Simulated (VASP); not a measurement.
# B (P6_3/mmc) in VASP: relaxation of cell and atoms with PBE

Aim: the relaxation of cell and atoms of B with PBE.

Program: VASP 6.6.1. These are calculated values, not measurements. Logs are shortened: lines on timing, memory, paths and dates and some standing lists are left out, and cuts for length are marked.

**1. The cell of the first run**

The structure is hexagonal, space group P6_3/mmc (No. 194). The conventional cell has a = 2.101 Å, b = 2.101 Å, c = 3.430 Å, α = 90.00°, β = 90.00°, γ = 120.00°. Within 2.8 Å of B (site symmetry -6m2) lie 12 B at 2.10 Å.

This isn't the form of B at room conditions, which is rhombohedral.

**2. Relaxation of cell and atoms, PBE**

INCAR

```
  ALGO = Normal
  EDIFF = 1E-7
  EDIFFG = -0.01
  ENCUT = 1230
  GGA = PE
  GGA_COMPAT = F
  IBRION = 2
  ISIF = 3
  ISMEAR = -1
  LASPH = T
  LCHARG = F
  LREAL = F
  LWAVE = F
  NELM = 120
  NELMIN = 4
  NSW = 80
  PREC = Accurate
  SIGMA = 0.1
```

KPOINTS

```
k-points
0
Gamma
  17 17 9
```

POSCAR

```
B
1.0
    2.1005919712      0.0000000000      0.0000000000
   -1.0502959856      1.8191660100      0.0000000000
    0.0000000000      0.0000000000      3.4302666889
B
2
Direct
    0.3333333333      0.6666666667      0.2500000000
    0.6666666667      0.3333333333      0.7500000000
```

Potentials or basis: VASP PAW PBE potentials, release 64 (B_h).

Launch:

```console
> cat potpaw_PBE.64/B_h/POTCAR > POTCAR
> mpirun -np 1 vasp_std > vasp.out
```

OUTCAR:

```text
EDIFF = 1E-7
   EDIFFG = -0.01
   ENCUT = 1230
   GGA = PE
   IBRION = 2
   ISIF = 3
   ISMEAR = -1
   LASPH = T
   LREAL = F
   NELM = 120
   NELMIN = 4
   NSW = 80
   PREC = Accurate

 ion  position               nearest neighbor table
   1  0.333  0.667  0.250-
   2  0.667  0.333  0.750-

  LATTYP: Found a hexagonal cell.
 ALAT       =     2.1005919712
 C/A-ratio  =     1.6330000000

  Lattice vectors:

 A1 = (   2.1005919712,   0.0000000000,   0.0000000000)
 A2 = (  -1.0502959856,   1.8191660100,   0.0000000000)
 A3 = (   0.0000000000,   0.0000000000,   3.4302666889)

Analysis of symmetry for initial positions (statically):
=====================================================================
 Subroutine PRICEL returns:
 Original cell was already a primitive cell.

 Routine SETGRP: Setting up the symmetry group for a
 hexagonal supercell.

 Subroutine GETGRP returns: Found 24 space group operations
 (whereof 12 operations were pure point group operations)
 out of a pool of 24 trial point group operations.

The static configuration has the point symmetry D_3d.
 The point group associated with its full space group is D_6h.

Analysis of symmetry for dynamics (positions and initial velocities):
=====================================================================
 Subroutine PRICEL returns:
 Original cell was already a primitive cell.

 Routine SETGRP: Setting up the symmetry group for a
 hexagonal supercell.

 Subroutine GETGRP returns: Found 24 space group operations
 (whereof 12 operations were pure point group operations)
 out of a pool of 24 trial point group operations.

The dynamic configuration has the point symmetry D_3d.
 The point group associated with its full space group is D_6h.

 Subroutine INISYM returns: Found 24 space group operations
 (whereof 12 operations are pure point group operations),
 and found     1 'primitive' translations

----------------------------------------------------------------------------------------

                                     Primitive cell

  volume of cell :      13.1082

  direct lattice vectors                    reciprocal lattice vectors
     2.100591971  0.000000000  0.000000000     0.476056280  0.274851222  0.000000000
    -1.050295986  1.819166010  0.000000000     0.000000000  0.549702443  0.000000000
     0.000000000  0.000000000  3.430266689     0.000000000  0.000000000  0.291522523

  length of vectors
     2.100591971  2.100591971  3.430266689     0.549702443  0.549702443  0.291522523

  position of ions in fractional coordinates (direct lattice)
     0.333333333  0.666666667  0.250000000
     0.666666667  0.333333333  0.750000000

  ion indices of the primitive-cell ions
   primitive index   ion index
                 1           1
                 2           2

----------------------------------------------------------------------------------------

 KPOINTS: k-points

Automatic generation of k-mesh.
 Grid dimensions read from file:
 generate k-points for:   17   17    9

 Generating k-lattice:

  Cartesian coordinates                     Fractional coordinates (reciprocal lattice)
     0.028003311  0.016167719  0.000000000     0.058823529  0.000000000  0.000000000
     0.000000000  0.032335438  0.000000000     0.000000000  0.058823529  0.000000000
     0.000000000  0.000000000  0.032391391     0.000000000  0.000000000  0.111111111

  Length of vectors
     0.032335438  0.032335438  0.032391391

  Shift w.r.t. Gamma in fractional coordinates (k-lattice)
     0.000000000  0.000000000  0.000000000

 Subroutine IBZKPT returns following result:
 ===========================================

 Found    165 irreducible k-points:

 Following reciprocal coordinates:
            Coordinates               Weight
  0.000000  0.000000  0.000000      1.000000
  0.058824 -0.000000  0.000000      6.000000
  0.117647 -0.000000  0.000000      6.000000
  0.176471 -0.000000  0.000000      6.000000
  0.235294 -0.000000  0.000000      6.000000
  0.294118 -0.000000  0.000000      6.000000
[... 16 lines left out ...]
  0.411765  0.117647  0.000000     12.000000
  0.176471  0.176471  0.000000      6.000000
 [... further k-points ...]
   k-points           NKPTS =    165   k-points in BZ     NKDIM =    165   number of bands    NBANDS=      7
   number of dos      NEDOS =    301   number of ions     NIONS =      2
   total plane-waves  NPLWV =  23040
   dimension x,y,z NGX =    24 NGY =   24 NGZ =   40
   dimension x,y,z NGXF=    48 NGYF=   48 NGZF=   80
   ions per type =               2
   NGX,Y,Z   is equivalent  to a cutoff of  18.99, 18.99, 19.39 a.u.
   NGXF,Y,Z  is equivalent  to a cutoff of  37.99, 37.99, 38.77 a.u.
 SYSTEM =  unknown system
   PREC   = accura    normal or accurate (medium, high low for compatibility)
   ISTART =      0    job   : 0-new  1-cont  2-samecut
   ICHARG =      2    charge: 1-file 2-atom 10-const
   ISPIN  =      1    spin polarized calculation?
   LNONCOLLINEAR =      F non collinear calculations
   LSORBIT =      F    spin-orbit coupling
   LASPH  =      T    aspherical Exc in radial PAW
   ENCUT  = 1230.0 eV  90.40 Ry    9.51 a.u.   6.01  6.01  9.81*2*pi/ulx,y,z
   NELM   =    120;   NELMIN=  4; NELMDL= -5     # of ELM steps
   EDIFF  = 0.1E-06   stopping-criterion for ELM
   LREAL  =      F    real-space projection
   EDIFFG = -.1E-01   stopping-criterion for IOM
   NSW    =     80    number of steps for IOM
   IBRION =      2    ionic relax: 0-MD 1-quasi-New 2-CG
   NFREE  =      1    steps in history (QN), initial steepest desc. (CG)
   ISIF   =      3    stress and relaxation
   ISYM   =      2    0-nonsym 1-usesym 2-fastsym
   POTIM  = 0.5000    time-step for ionic-motion
   TEBEG  =    0.0;   TEEND  =   0.0 temperature during run
   PSTRESS=    0.0 pullay stress
   NELECT =       6.0000    total number of electrons
   NUPDOWN=      -1.0000    fix difference up-down
   EMIN   =  10.00;   EMAX   =-10.00  energy-range for DOS
   EFERMI =   0.00;   METHOD = LEGACY
   ISMEAR =    -1;   SIGMA  =   0.10  broadening in eV -4-tet -1-fermi 0-gaus
   EFERMI_NEDOS =   21; number of points for ismear=-14 and -15
   IALGO  =     38    algorithm
   IMIX   =      4    mixing-type and parameters
     AMIX     =   0.40;   BMIX     =  1.00
     AMIX_MAG =   1.60;   BMIX_MAG =  1.00
  volume/ion in A,a.u.               =       6.55        44.23
  Fermi-wavevector in a.u.,A,eV,Ry     =   1.261667  2.384204 21.657789  1.591803
  Thomas-Fermi vector in A             =   2.395114
   LORBIT       =      0    0 simple, 1 ext, 2 COOP (PROOUT), +10 PAW based schemes
   GGA     = PE    functional components
   LHFCALC =     F    Hartree Fock is set to
   AEXX    =    0.0000 exact exchange contribution
   IVDW    =     0    specifies the selected vdW correction
   LEPSILON=     F    determine dielectric tensor
   LRPA    =     F    only Hartree local field effects (RPA)
 conjugate gradient relaxation of ions
 non-spin polarized calculation
  energy-cutoff  :     1230.00
  volume of cell :       13.11
 maximum number of plane-waves:      1306
   NGX = 13   NGY = 13   NGZ = 19

--------------------------------------- Ionic step        1  -------------------------------------------

 number of electron       6.0000000 magnetization

 Free energy of the ion-electron system (eV)
  ---------------------------------------------------
  ext. energy  EPLUGINS =         0.00000000
  ---------------------------------------------------
  free energy    TOTEN  =       -10.24899603 eV

  energy without entropy =      -10.23288372  energy(sigma->0) =      -10.24093987

------------------------ aborting loop because EDIFF is reached ----------------------------------------

  FORCE on cell =-STRESS in cart. coord.  units (eV):
  Direction    XX          YY          ZZ          XY          YZ          ZX
  --------------------------------------------------------------------------------------
  -------------------------------------------------------------------------------------
  Total       -2.1112588     -2.1112588     -0.5772430      0.0000000      0.0000000      0.0000000
  in kB     -258.0537271   -258.0537271    -70.5549225      0.0000000      0.0000000      0.0000000
  external PRESSURE =    -195.5541256 kB  Pullay stress =       0.0000000 kB
[... 89 lines left out ...]
  FREE ENERGIE OF THE ION-ELECTRON SYSTEM (eV)
  ---------------------------------------------------
  free  energy   TOTEN  =       -10.3635765968 eV

  energy  without entropy=      -10.3505011312  energy(sigma->0) =      -10.35703886

 E-fermi :  10.4794     XC(G=0): -12.0830

 val. band max:       10.4604593078   @ k =   0.3529   0.2353   0.4444
 cond. band min:      10.4903928681   @ k =   0.2353   0.0588   0.0000
 fundamental gap:      0.0299335603
 Fermi energy:        10.4793829535

 k-point     1 :       0.0000    0.0000    0.0000
  band No.  band energies     occupation
      1      -8.1439      2.00000
      2      -6.4284      2.00000
      3      -0.4320      2.00000
      4       5.5424      2.00000
      5      15.4337      0.00000
      6      28.6922      0.00000
      7      36.1881      0.00000
[... 221 lines left out ...]
 k-point    24 :       0.1765    0.1765    0.0000
  band No.  band energies     occupation
      1      -3.5611      2.00000
      2      -2.3463      2.00000
      3       6.2020      2.00000
      4      11.8618      0.00000
      5      19.0926      0.00000
      6      22.4872      0.00000
      7      22.6878      0.00000

 [... further k-points ...]

[... ionic steps 4 to 27 ...]

--------------------------------------- Ionic step       28  -------------------------------------------

 number of electron       6.0000001 magnetization

------------------------ aborting loop because EDIFF is reached ----------------------------------------
[... 67 lines left out ...]
--------------------------------------- Ionic step       30  -------------------------------------------

 number of electron       6.0000001 magnetization

 Free energy of the ion-electron system (eV)
  ---------------------------------------------------
  ext. energy  EPLUGINS =         0.00000000
  ---------------------------------------------------
  free energy    TOTEN  =       -11.81716246 eV

  energy without entropy =      -11.79987866  energy(sigma->0) =      -11.80852056

 E-fermi :   8.1692     XC(G=0): -11.1161

 val. band max:        8.1346439248   @ k =   0.3529   0.0000   0.4444
 cond. band min:       8.2329806704   @ k =   0.2941  -0.0000   0.0000
 fundamental gap:      0.0983367456
 Fermi energy:         8.1691602670

 k-point     1 :       0.0000    0.0000    0.0000
  band No.  band energies     occupation
      1      -9.1585      2.00000
      2      -8.2638      2.00000
      3      -1.0839      2.00000
      4       2.7846      2.00000
      5      11.8691      0.00000
      6      21.8511      0.00000
      7      28.0746      0.00000
[... 221 lines left out ...]
 k-point    24 :       0.1765    0.1765    0.0000
  band No.  band energies     occupation
      1      -4.8525      2.00000
      2      -4.2245      2.00000
      3       5.0297      2.00000
      4       8.6624      0.01432
      5      15.9244      0.00000
      6      19.1891      0.00000
      7      19.2838      0.00000

 [... further k-points ...]

------------------------ aborting loop because EDIFF is reached ----------------------------------------

  FORCE on cell =-STRESS in cart. coord.  units (eV):
  Direction    XX          YY          ZZ          XY          YZ          ZX
  --------------------------------------------------------------------------------------
  -------------------------------------------------------------------------------------
  Total       -0.0053250     -0.0053250      0.0004016      0.0000000      0.0000000      0.0000000
  in kB       -0.5324978     -0.5324978      0.0401601      0.0000000      0.0000000      0.0000000
  external PRESSURE =      -0.3416118 kB  Pullay stress =       0.0000000 kB
[... 17 lines left out ...]
  FREE ENERGIE OF THE ION-ELECTRON SYSTEM (eV)
  ---------------------------------------------------
  free  energy   TOTEN  =       -11.8171624557 eV

  energy  without entropy=      -11.7998786648  energy(sigma->0) =      -11.80852056

 reached required accuracy - stopping structural energy minimisation
```

Run time: 8.5 min. Hardware: 1 thread of AMD EPYC 7R13 (Zen 3), shared host; peak memory 0.16 GiB.

Results:

```
Free energy                           : -11.8172 eV
Relaxed volume                        : 8.01 Å³/atom
Relaxed cell                          : a = 1.714 Å, b = 1.714 Å, c = 6.296 Å, α = 90.00°, β = 90.00°, γ = 120.00°
Space group after relaxing (to 0.1 Å) : P6_3/mmc (No. 194)
Pressure after relaxing               : 0.0 GPa
Band gap on the k mesh                : zero (bands 3 and 4 overlap by 9.97 eV)
```

Final structure:
```cif
data_structure
_symmetry_space_group_name_H-M 'P 1'
_symmetry_Int_Tables_number 1
_cell_length_a 1.7142
_cell_length_b 1.7142
_cell_length_c 6.2960
_cell_angle_alpha 90.000
_cell_angle_beta 90.000
_cell_angle_gamma 120.000
_cell_volume 16.02
loop_
_atom_site_label
_atom_site_type_symbol
_atom_site_fract_x
_atom_site_fract_y
_atom_site_fract_z
_atom_site_occupancy
B1 B 0.33333 0.66667 0.25000 1
B2 B 0.66667 0.33333 0.75000 1
```

Caveat: the volume moved by over 15 % at a fixed basis, so the end points are rough; this functional lacks dispersion, which binds layers or chains, so the pressure and a relaxed spacing across them are unreliable.

The gap in the log of VASP goes by the Fermi energy; the results here count the filled bands.